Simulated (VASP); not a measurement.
# AlAs (F-43m) in VASP: settings compared, part 2 of 2

VASP 6.6.1. Earlier steps stand in the parts before.

## 3. Dielectric tensor, PBE

Contents of INCAR:

```
PREC = Accurate
ENCUT = 400
EDIFF = 1E-8
ISMEAR = 0
SIGMA = 0.01
LREAL = F
LASPH = T
NELM = 120
ALGO = Normal
ISIF = 2
LWAVE = F
LCHARG = F
GGA = PE
LEPSILON = T
GGA_COMPAT = F
```

Contents of KPOINTS:

```
Automatic mesh
0
Gamma
  6 6 6
```

Contents of POSCAR:

```
AlAs
1.0
    0.0000000000      2.8389251756      2.8389251756
    2.8389251756      0.0000000000      2.8389251756
    2.8389251756      2.8389251756      0.0000000000
Al As
1 1
Direct
    0.0000000000      0.0000000000      0.0000000000
    0.2500000000      0.2500000000      0.2500000000
```

Potentials or basis: VASP PAW PBE potentials, release 64 (Al, As_d).

The run is started by

```
> cat potpaw_PBE.64/Al/POTCAR potpaw_PBE.64/As_d/POTCAR > POTCAR
> mpirun -np 1 vasp_std > vasp.out
```

OUTCAR:

```text
PREC = Accurate
   ENCUT = 400
   EDIFF = 1E-8
   ISMEAR = 0
   LREAL = F
   LASPH = T
   NELM = 120
   ISIF = 2
   GGA = PE
   LEPSILON = T

 ion  position               nearest neighbor table
   1  0.000  0.000  0.000-   2 2.46   2 2.46   2 2.46   2 2.46
   2  0.250  0.250  0.250-   1 2.46   1 2.46   1 2.46   1 2.46

  LATTYP: Found a face centered cubic cell.
 ALAT       =     5.6778503512

  Lattice vectors:

 A1 = (   0.0000000000,   2.8389251756,   2.8389251756)
 A2 = (   2.8389251756,   0.0000000000,   2.8389251756)
 A3 = (   2.8389251756,   2.8389251756,   0.0000000000)

Analysis of symmetry for initial positions (statically):
=====================================================================
 Subroutine PRICEL returns:
 Original cell was already a primitive cell.

 Routine SETGRP: Setting up the symmetry group for a
 face centered cubic supercell.

 Subroutine GETGRP returns: Found 24 space group operations
 (whereof 24 operations were pure point group operations)
 out of a pool of 48 trial point group operations.

The static configuration has the point symmetry T_d .

Analysis of symmetry for dynamics (positions and initial velocities):
=====================================================================
 Subroutine PRICEL returns:
 Original cell was already a primitive cell.

 Routine SETGRP: Setting up the symmetry group for a
 face centered cubic supercell.

 Subroutine GETGRP returns: Found 24 space group operations
 (whereof 24 operations were pure point group operations)
 out of a pool of 48 trial point group operations.

The dynamic configuration has the point symmetry T_d .

 Subroutine INISYM returns: Found 24 space group operations
 (whereof 24 operations are pure point group operations),
 and found     1 'primitive' translations

----------------------------------------------------------------------------------------

                                     Primitive cell

  volume of cell :      45.7606

  direct lattice vectors                    reciprocal lattice vectors
     0.000000000  2.838925176  2.838925176    -0.176122993  0.176122993  0.176122993
     2.838925176  0.000000000  2.838925176     0.176122993 -0.176122993  0.176122993
     2.838925176  2.838925176  0.000000000     0.176122993  0.176122993 -0.176122993

  length of vectors
     4.014846486  4.014846486  4.014846486     0.305053973  0.305053973  0.305053973

  position of ions in fractional coordinates (direct lattice)
     0.000000000  0.000000000  0.000000000
     0.250000000  0.250000000  0.250000000

  ion indices of the primitive-cell ions
   primitive index   ion index
                 1           1
                 2           2

[... 354 lines left out ...]
      1     -31.3242      2.00000
      2     -31.3228      2.00000
      3     -31.3221      2.00000
      4     -31.3133      2.00000
      5     -31.3123      2.00000
      6      -6.8294      2.00000
      7      -2.1333      2.00000
      8       0.1261      2.00000
      9       0.3709      2.00000
     10       6.2038      0.00000
     11       7.1313      0.00000
     12      10.1218      0.00000
     13      10.8259      0.00000

  FORCE on cell =-STRESS in cart. coord.  units (eV):
  Direction    XX          YY          ZZ          XY          YZ          ZX
  --------------------------------------------------------------------------------------
  -------------------------------------------------------------------------------------
  Total        0.4940486      0.4940486      0.4940486     -0.0000000      0.0000000     -0.0000000
  in kB       17.2977012     17.2977012     17.2977012     -0.0000000      0.0000000     -0.0000000
  external PRESSURE =      17.2977012 kB  Pullay stress =       0.0000000 kB

 VOLUME and BASIS-vectors are now :
 -----------------------------------------------------------------------------
  energy-cutoff  :      400.00
  volume of cell :       45.76
      direct lattice vectors                 reciprocal lattice vectors
     0.000000000  2.838925176  2.838925176    -0.176122993  0.176122993  0.176122993
     2.838925176  0.000000000  2.838925176     0.176122993 -0.176122993  0.176122993
     2.838925176  2.838925176  0.000000000     0.176122993  0.176122993 -0.176122993

 POSITION                                       TOTAL-FORCE (eV/Angst)
 -----------------------------------------------------------------------------------
      0.00000      0.00000      0.00000        -0.000000     -0.000000      0.000000
      1.41946      1.41946      1.41946         0.000000      0.000000     -0.000000
 -----------------------------------------------------------------------------------
    total drift:                               -0.000000     -0.000000      0.000000

  FREE ENERGIE OF THE ION-ELECTRON SYSTEM (eV)
  ---------------------------------------------------
  free  energy   TOTEN  =        -9.3922185999 eV

  energy  without entropy=       -9.3922185999  energy(sigma->0) =       -9.39221860

 HEAD OF MICROSCOPIC STATIC DIELECTRIC TENSOR (INDEPENDENT PARTICLE, excluding Hartree and local field effects)
 ------------------------------------------------------
          11.590553    -0.000000    -0.000000
           0.000000    11.590553     0.000000
           0.000000     0.000000    11.590553
 ------------------------------------------------------

 Free energy of the ion-electron system (eV)
  ---------------------------------------------------
  ---------------------------------------------------
  free energy    TOTEN  =        -1.39435436 eV

  energy without entropy =       -1.39435436

------------------------ aborting loop because EDIFF is reached ----------------------------------------

--------------------------------------- Ionic step        2  -------------------------------------------

------------------------ aborting loop because EDIFF is reached ----------------------------------------

--------------------------------------- Ionic step        3  -------------------------------------------

 Free energy of the ion-electron system (eV)
  ---------------------------------------------------
  ---------------------------------------------------
  free energy    TOTEN  =        -1.39435077 eV

  energy without entropy =       -1.39435077

------------------------ aborting loop because EDIFF is reached ----------------------------------------

 PIEZOELECTRIC TENSOR FIELD DIRECTION 3  (e Angst)
 -----------------------------------------------------------------------------
     0.00100 -2.27204  0.00000           (  0.00000  0.06235  0.00000)
    -2.27204  0.00100  0.00000           (  0.06235  0.00000  0.00000)
     0.00000  0.00000 -0.00315           (  0.00000  0.00000  0.00000)

 PIEZOELECTRIC TENSOR FIELD DIRECTION 3  (C/m^2)
 -----------------------------------------------------------------------------
     0.00035 -0.79549  0.00000
    -0.79549  0.00035  0.00000
     0.00000  0.00000 -0.00110

 MACROSCOPIC STATIC DIELECTRIC TENSOR (including local field effects in DFT)
 ------------------------------------------------------
          11.020538     0.000000     0.000000
          -0.000000    11.020538     0.000000
           0.000000     0.000000    11.020538
 ------------------------------------------------------

 PIEZOELECTRIC TENSOR (including local field effects)  for field in x, y, z        (e  Angst)
          XX          YY          ZZ          XY          YZ          ZX
  --------------------------------------------------------------------------------
  x     0.00000    -0.00000     0.00000     0.00000    -2.28135     0.00000
  y     0.00000     0.00000     0.00000     0.00000     0.00000    -2.28135
  z    -0.00000     0.00000    -0.00000    -2.28135     0.00000    -0.00000

 PIEZOELECTRIC TENSOR (including local field effects)  for field in x, y, z        (C/m^2)
          XX          YY          ZZ          XY          YZ          ZX
  --------------------------------------------------------------------------------
  x     0.00000    -0.00000     0.00000     0.00000    -0.79875     0.00000
  y     0.00000     0.00000     0.00000     0.00000     0.00000    -0.79875
  z    -0.00000     0.00000    -0.00000    -0.79875     0.00000    -0.00000

 BORN EFFECTIVE CHARGES (including local field effects) (in |e|, cummulative output)
 ---------------------------------------------------------------------------------
 ion    1
    1     2.24885     0.00000     0.00000
    2     0.00000     2.24885     0.00000
    3    -0.00000    -0.00000     2.24885
 ion    2
    1    -2.24885     0.00000     0.00000
    2     0.00000    -2.24885    -0.00000
    3     0.00000     0.00000    -2.24885
```

Run time: 3.1 min. Hardware: 1 thread of Intel Xeon Platinum 8259CL at 2.50GHz (Skylake/Cascade Lake), shared host; peak memory 0.19 GiB.

Results:

```
Band gap on the k mesh                  : 1.46 eV (least direct gap 1.98 eV)
Electronic dielectric tensor (diagonal) : 11.02
Born charges (mean of the diagonal)     : Al +2.25; As -2.25 e
```

Electronic dielectric tensor:
```
11.02  0.00  0.00
 0.00 11.02  0.00
 0.00  0.00 11.02
```

Born effective charge tensors (e):
atom 1, Al
```
2.25 0.00 0.00
0.00 2.25 0.00
0.00 0.00 2.25
```
atom 2, As
```
-2.25  0.00  0.00
 0.00 -2.25  0.00
 0.00  0.00 -2.25
```

A k mesh can miss the band edges. A hybrid or GW would open this gap; PBE tends to underestimate it.
